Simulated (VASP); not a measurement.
Wanted: the native input for a VASP 6.6.1 run.

| Property | Result |
| --- | --- |
| Task | single point |
| Functional | LDA |
| Potentials or basis | VASP PAW LDA potentials, release 64 (Ge_d, H) |
| Cutoff | 520 eV |
| k mesh | 3 × 3 × 1 |
| Occupations | gaussian, width 0.05 eV |
| Spin | no spin polarisation |
| Dipole correction | yes |
| Further INCAR settings | LREAL = Auto; ALGO = Fast; EDIFF = 1e-06; NBANDS = 164 |

The structure of Ge5H2 lies in POSCAR:

```
Ge5H2
1.0
    7.9504584305      0.0000000000      0.0000000000
    0.0000000000      7.9504584305      0.0000000000
    0.0000000000      0.0000000000     19.3782629924
Ge H
20 8
Direct
    0.5000000000      0.5000000000      0.2531929680
    0.5000000000      0.0000000000      0.2531929680
    0.0000000000      0.5000000000      0.2531929680
    0.0000000000      0.0000000000      0.2531929680
    0.7500000000      0.5000000000      0.3257204060
    0.7500000000      0.0000000000      0.3257204060
    0.2500000000      0.5000000000      0.3257204060
    0.2500000000      0.0000000000      0.3257204060
    0.7513139130      0.7489661990      0.4019745798
    0.7513139130      0.2510338010      0.4019745798
    0.2486529063      0.7483641839      0.3955667557
    0.2486529063      0.2516358161      0.3955667557
    0.0059520495      0.7282488711      0.4752416847
    0.0059520495      0.2717511289      0.4752416847
    0.4938329123      0.7651281921      0.4729659216
    0.4938329123      0.2348718079      0.4729659216
    0.1243494684      0.0000000000      0.5062609423
    0.0799953473      0.5000000000      0.5630255760
    0.4162458884      0.0000000000      0.5531553118
    0.3760083128      0.5000000000      0.5139486248
    0.5090621173      0.6542935074      0.2055986752
    0.5090621173      0.3457064926      0.2055986752
    0.5090621173      0.1542935074      0.2055986752
    0.5090621173     -0.1542935074      0.2055986752
   -0.0090621173      0.3457064926      0.2055986752
   -0.0090621173      0.6542935074      0.2055986752
   -0.0090621173     -0.1542935074      0.2055986752
   -0.0090621173      0.1542935074      0.2055986752
```

These files were run (other wordings do the same):

INCAR

```
SYSTEM = Ge5H2
  ALGO = Fast
  DIPOL = 0.5 0.5 0.342
  EDIFF = 1E-6
  ENCUT = 520
  GGA = CA
  IDIPOL = 3
  ISIF = 2
  ISMEAR = 0
  LASPH = .TRUE.
  LCHARG = .FALSE.
  LDIPOL = .TRUE.
  LREAL = Auto
  LWAVE = .FALSE.
  NBANDS = 164
  NELM = 60
  PREC = Accurate
  SIGMA = 0.05
```

KPOINTS

```
k-points
0
G
  3 3 1
  0 0 0
```

Potentials or basis: VASP PAW LDA potentials, release 64 (Ge_d, H).

Run with:

```sh
$ cat potpaw_LDA.64/Ge_d/POTCAR potpaw_LDA.64/H/POTCAR > POTCAR
$ mpirun -np 1 vasp_std > vasp.out
```

It gave:

The largest force is 0.888 eV/Å and the band gap on the k mesh is 0.01 eV (least direct gap 0.06 eV).

Caveat: the smearing spreads over this small gap.

It took 52 min on 1 thread of Oxide Virtual Turin-like Processor, with other jobs on the host, peak memory 0.97 GiB.
